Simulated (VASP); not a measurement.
# Ir (Fm-3m) in VASP: single point with PBE0

Aim: the single point of Ir with PBE0.

Program: VASP 6.6.1. These are calculated values, not measurements. Logs are shortened: lines on timing, memory, paths and dates and some standing lists are left out, and cuts for length are marked.

### Step 1. The cell of the first run

Symmetry: Fm-3m, No. 225, cubic system. The conventional cell has a = 3.870 Å, b = 3.870 Å, c = 3.870 Å, α = 90.00°, β = 90.00°, γ = 90.00°. Within 3.6 Å of Ir (site symmetry m-3m) lie 12 Ir at 2.74 Å.

### Step 2. Single point, PBE0

The input, POSCAR:

```
Ir
1.0
    0.0000000000      1.9350000000      1.9350000000
    1.9350000000      0.0000000000      1.9350000000
    1.9350000000      1.9350000000      0.0000000000
Ir
1
Direct
    0.0000000000      0.0000000000      0.0000000000
```

The input, INCAR.step1:

```
SYSTEM = Ir
ALGO     = Normal         ! electronic algorithm
EDIFF    = 1E-5           ! SCF threshold, eV
ENCUT    = 400            ! plane-wave cutoff, eV
GGA      = PE             ! functional
GGA_COMPAT= .FALSE.      
ISIF     = 2              ! what is computed and relaxed
ISMEAR   = -1             ! smearing method
LASPH    = .TRUE.         ! aspherical terms in the spheres
LCHARG   = .FALSE.        ! write CHGCAR
LREAL    = .FALSE.        ! projectors in reciprocal space
LWAVE    = .TRUE.         ! write WAVECAR
NBANDS   = 10             ! bands
NELM     = 120            ! most SCF steps
PREC     = Accurate       ! precision mode
SIGMA    = 0.5            ! smearing width, eV
```

The input, INCAR.step2:

```
SYSTEM = Ir
AEXX     = 0.25           ! exact-exchange fraction
ALGO     = Normal         ! electronic algorithm
EDIFF    = 1E-6           ! SCF threshold, eV
ENCUT    = 400            ! plane-wave cutoff, eV
GGA      = PE             ! functional
GGA_COMPAT= .FALSE.      
ISIF     = 2              ! what is computed and relaxed
ISMEAR   = -1             ! smearing method
ISTART   = 1            
LASPH    = .TRUE.         ! aspherical terms in the spheres
LCHARG   = .FALSE.        ! write CHGCAR
LHFCALC  = .TRUE.         ! exact exchange
LREAL    = .FALSE.        ! projectors in reciprocal space
LWAVE    = .FALSE.        ! write WAVECAR
NBANDS   = 10             ! bands
NELM     = 120            ! most SCF steps
PREC     = Accurate       ! precision mode
PRECFOCK = Normal       
SIGMA    = 0.5            ! smearing width, eV
```

The input, KPOINTS:

```
k-points
0
G
  2 2 2
  0 0 0
```

Potentials or basis: VASP PAW PBE potentials, release 64 (Ir).

On the command line:

```console
cat potpaw_PBE.64/Ir/POTCAR > POTCAR
cp INCAR.step1 INCAR
mpirun -np 1 vasp_std > vasp.out
cp INCAR.step2 INCAR
mpirun -np 1 vasp_std > vasp.out
```

OUTCAR:

```text
SYSTEM = Ir
   AEXX = 0.25
   EDIFF = 1E-6
   ENCUT = 400
   GGA = PE
   ISIF = 2
   ISMEAR = -1
   ISTART = 1
   LASPH = .TRUE.
   LHFCALC = .TRUE.
   LREAL = .FALSE.
   NELM = 120
   PREC = Accurate
   PRECFOCK = Normal

 ion  position               nearest neighbor table
   1  0.000  0.000  0.000-

  LATTYP: Found a face centered cubic cell.
 ALAT       =     3.8700000000

  Lattice vectors:

 A1 = (   0.0000000000,   1.9350000000,   1.9350000000)
 A2 = (   1.9350000000,   0.0000000000,   1.9350000000)
 A3 = (   1.9350000000,   1.9350000000,   0.0000000000)

Analysis of symmetry for initial positions (statically):
=====================================================================
 Subroutine PRICEL returns:
 Original cell was already a primitive cell.

 Routine SETGRP: Setting up the symmetry group for a
 face centered cubic supercell.

 Subroutine GETGRP returns: Found 48 space group operations
 (whereof 48 operations were pure point group operations)
 out of a pool of 48 trial point group operations.

The static configuration has the point symmetry O_h .

Analysis of symmetry for dynamics (positions and initial velocities):
=====================================================================
 Subroutine PRICEL returns:
 Original cell was already a primitive cell.

 Routine SETGRP: Setting up the symmetry group for a
 face centered cubic supercell.

 Subroutine GETGRP returns: Found 48 space group operations
 (whereof 48 operations were pure point group operations)
 out of a pool of 48 trial point group operations.

The dynamic configuration has the point symmetry O_h .

 Subroutine INISYM returns: Found 48 space group operations
 (whereof 48 operations are pure point group operations),
 and found     1 'primitive' translations

----------------------------------------------------------------------------------------

                                     Primitive cell

  volume of cell :      14.4902

  direct lattice vectors                    reciprocal lattice vectors
     0.000000000  1.935000000  1.935000000    -0.258397933  0.258397933  0.258397933
     1.935000000  0.000000000  1.935000000     0.258397933 -0.258397933  0.258397933
     1.935000000  1.935000000  0.000000000     0.258397933  0.258397933 -0.258397933

  length of vectors
     2.736503243  2.736503243  2.736503243     0.447558348  0.447558348  0.447558348

  position of ions in fractional coordinates (direct lattice)
     0.000000000  0.000000000  0.000000000

  ion indices of the primitive-cell ions
   primitive index   ion index
                 1           1

----------------------------------------------------------------------------------------

 KPOINTS: k-points

Automatic generation of k-mesh.
 Grid dimensions read from file:
 generate k-points for:    2    2    2

 Generating k-lattice:

  Cartesian coordinates                     Fractional coordinates (reciprocal lattice)
    -0.129198966  0.129198966  0.129198966     0.500000000  0.000000000  0.000000000
     0.129198966 -0.129198966  0.129198966     0.000000000  0.500000000  0.000000000
     0.129198966  0.129198966 -0.129198966     0.000000000  0.000000000  0.500000000

  Length of vectors
     0.223779174  0.223779174  0.223779174

  Shift w.r.t. Gamma in fractional coordinates (k-lattice)
     0.000000000  0.000000000  0.000000000

 Subroutine IBZKPT returns following result:
 ===========================================

 Found      3 irreducible k-points:

 Following reciprocal coordinates:
            Coordinates               Weight
  0.000000  0.000000  0.000000      1.000000
  0.500000  0.000000  0.000000      4.000000
  0.500000  0.500000  0.000000      3.000000
   k-points           NKPTS =      3   k-points in BZ     NKDIM =      8   number of bands    NBANDS=     10
   number of dos      NEDOS =    301   number of ions     NIONS =      1
   total plane-waves  NPLWV =   5832
   dimension x,y,z NGX =    18 NGY =   18 NGZ =   18
   dimension x,y,z NGXF=    36 NGYF=   36 NGZF=   36
   ions per type =               1
   NGX,Y,Z   is equivalent  to a cutoff of  10.94, 10.94, 10.94 a.u.
   NGXF,Y,Z  is equivalent  to a cutoff of  21.87, 21.87, 21.87 a.u.
 SYSTEM =  Ir
   PREC   = accura    normal or accurate (medium, high low for compatibility)
   ISTART =      1    job   : 0-new  1-cont  2-samecut
   ICHARG =      0    charge: 1-file 2-atom 10-const
   ISPIN  =      1    spin polarized calculation?
   LNONCOLLINEAR =      F non collinear calculations
   LSORBIT =      F    spin-orbit coupling
   LASPH  =      T    aspherical Exc in radial PAW
   ENCUT  =  400.0 eV  29.40 Ry    5.42 a.u.   4.46  4.46  4.46*2*pi/ulx,y,z
   NELM   =    120;   NELMIN=  2; NELMDL=  0     # of ELM steps
   EDIFF  = 0.1E-05   stopping-criterion for ELM
   LREAL  =      F    real-space projection
   EDIFFG = 0.1E-04   stopping-criterion for IOM
   NSW    =      0    number of steps for IOM
   IBRION =     -1    ionic relax: 0-MD 1-quasi-New 2-CG
   NFREE  =      0    steps in history (QN), initial steepest desc. (CG)
   ISIF   =      2    stress and relaxation
   ISYM   =      3    0-nonsym 1-usesym 2-fastsym
   POTIM  = 0.5000    time-step for ionic-motion
   TEBEG  =    0.0;   TEEND  =   0.0 temperature during run
   PSTRESS=    0.0 pullay stress
   NELECT =       9.0000    total number of electrons
   NUPDOWN=      -1.0000    fix difference up-down
   EMIN   =  10.00;   EMAX   =-10.00  energy-range for DOS
   EFERMI =   0.00;   METHOD = LEGACY
   ISMEAR =    -1;   SIGMA  =   0.50  broadening in eV -4-tet -1-fermi 0-gaus
   EFERMI_NEDOS =   21; number of points for ismear=-14 and -15
   IALGO  =     38    algorithm
   IMIX   =      1    mixing-type and parameters
     AMIX     =   0.40;   BMIX     =  1.00
     AMIX_MAG =   1.60;   BMIX_MAG =  1.00
  volume/ion in A,a.u.               =      14.49        97.78
  Fermi-wavevector in a.u.,A,eV,Ry     =   1.396791  2.639552 26.545300  1.951025
  Thomas-Fermi vector in A             =   2.520110
   LORBIT       =      0    0 simple, 1 ext, 2 COOP (PROOUT), +10 PAW based schemes
   GGA     = PE    functional components
   LHFCALC =     T    Hartree Fock is set to
   PRECFOCK=normal    Normal, Fast or Accurate (Low or Medium for compatibility)
   ENCUT4O =  -1.0   cutoff for four orbital integrals eV
   NKREDX  =     1    reduce k-point grid by
   NKREDY  =     1    reduce k-point grid by
   NKREDZ  =     1    reduce k-point grid by
   AEXX    =    0.2500 exact exchange contribution
   HFSCREEN=    0.0000 screening length (either q_TF or 0.3 A-1)
   HFSCREENC=   0.0000 screening length for correlation (either q_TF or 0.3 A-1)
   ENCUTFOCK=  -1.0 apply spherical cutoff to Coloumb kernel
   IVDW    =     0    specifies the selected vdW correction
   LEPSILON=     F    determine dielectric tensor
   LRPA    =     F    only Hartree local field effects (RPA)
 non-spin polarized calculation
  energy-cutoff  :      400.00
  volume of cell :       14.49
 maximum number of plane-waves:       266
 NGX is ok and might be reduce to    18
  NGX = 14; NGY = 14; NGZ = 14

 number of electron       8.9999998 magnetization

 Free energy of the ion-electron system (eV)
  ---------------------------------------------------
  ext. energy  EPLUGINS =         0.00000000
  ---------------------------------------------------
  free energy    TOTEN  =        -7.52954032 eV

  energy without entropy =       -6.52631182  energy(sigma->0) =       -7.02792607

 E-fermi :  10.8373     XC(G=0): -10.8168

 val. band max:       10.6021361207   @ k =   0.5000   0.0000   0.0000
 cond. band min:      12.2744397284   @ k =   0.5000   0.5000   0.0000
 fundamental gap:      1.6723036077
 Fermi energy:        10.8373493257

 k-point     1 :       0.0000    0.0000    0.0000
  band No.  band energies     occupation
      1      -2.7413      2.00000
      2       4.9655      1.99998
      3       4.9655      1.99998
      4       4.9656      1.99998
      5       7.4022      1.99793
      6       7.4023      1.99793
      7      25.4445      0.00000
      8      31.3960      0.00000
      9      31.3960      0.00000
     10      31.3960      0.00000

 k-point     2 :       0.5000    0.0000    0.0000
  band No.  band energies     occupation
      1       0.6126      2.00000
      2       4.7092      1.99999
      3       4.7092      1.99999
      4       8.0252      1.99281
      5      10.6020      1.23113
      6      10.6021      1.23097
      7      18.5490      0.00000
      8      25.1266      0.00000
      9      31.1217      0.00000
     10      31.1217      0.00000

 k-point     3 :       0.5000    0.5000    0.0000
  band No.  band energies     occupation
      1       0.5747      2.00000
      2       1.3751      2.00000
      3       9.7390      1.79991
      4      12.2744      0.10689
      5      12.4437      0.07738
      6      12.4437      0.07737
      7      21.7041      0.00000
      8      22.8488      0.00000
      9      22.8488      0.00000
     10      32.5495      0.00000

------------------------ aborting loop because EDIFF is reached ----------------------------------------

  FORCE on cell =-STRESS in cart. coord.  units (eV):
  Direction    XX          YY          ZZ          XY          YZ          ZX
  --------------------------------------------------------------------------------------
  -------------------------------------------------------------------------------------
  Total        5.5237589      5.5237589      5.5237589      0.0000000     -0.0000000      0.0000000
  in kB      610.7625420    610.7625420    610.7625420      0.0000000     -0.0000000      0.0000000
  external PRESSURE =     610.7625420 kB  Pullay stress =       0.0000000 kB

 VOLUME and BASIS-vectors are now :
 -----------------------------------------------------------------------------
  energy-cutoff  :      400.00
  volume of cell :       14.49
      direct lattice vectors                 reciprocal lattice vectors
     0.000000000  1.935000000  1.935000000    -0.258397933  0.258397933  0.258397933
     1.935000000  0.000000000  1.935000000     0.258397933 -0.258397933  0.258397933
     1.935000000  1.935000000  0.000000000     0.258397933  0.258397933 -0.258397933

 POSITION                                       TOTAL-FORCE (eV/Angst)
 -----------------------------------------------------------------------------------
      0.00000      0.00000      0.00000         0.000000      0.000000      0.000000
 -----------------------------------------------------------------------------------
    total drift:                                0.000000     -0.000000     -0.000000

  FREE ENERGIE OF THE ION-ELECTRON SYSTEM (eV)
  ---------------------------------------------------
  free  energy   TOTEN  =        -7.5295403231 eV

  energy  without entropy=       -6.5263118174  energy(sigma->0) =       -7.02792607
```

Run time: 12 s. Hardware: 1 thread of Intel Xeon 8259CL, shared host; peak memory 0.12 GiB.

What came out:

| Quantity | Value |
| --- | --- |
| Free energy | -7.5295 eV |
| Pressure | 61.1 GPa |
| Band gap on the k mesh | zero (an odd number of electrons rules out a gap without spin polarisation) |

Levels at points of the mesh, in eV from the Fermi level:
```
           k point  band 4  band 5  band 6  band 7  band 8  band 9
(0.00, 0.00, 0.00)   -5.87   -3.44   -3.44   14.61   20.56   20.56
(0.50, 0.00, 0.00)   -2.81   -0.24   -0.24    7.71   14.29   20.28
(0.50, 0.50, 0.00)    1.44    1.61    1.61   10.87   12.01   12.01
```

Caveat: the k points lie up to 1.41 Å⁻¹ apart, too coarse for converged energies and pressures of a metal; so wide a smearing shifts energies and pressures; the PAW data sets were made with another functional, which shifts forces and pressure a little; spin-orbit coupling is left out, which moves the levels of the heavy elements.
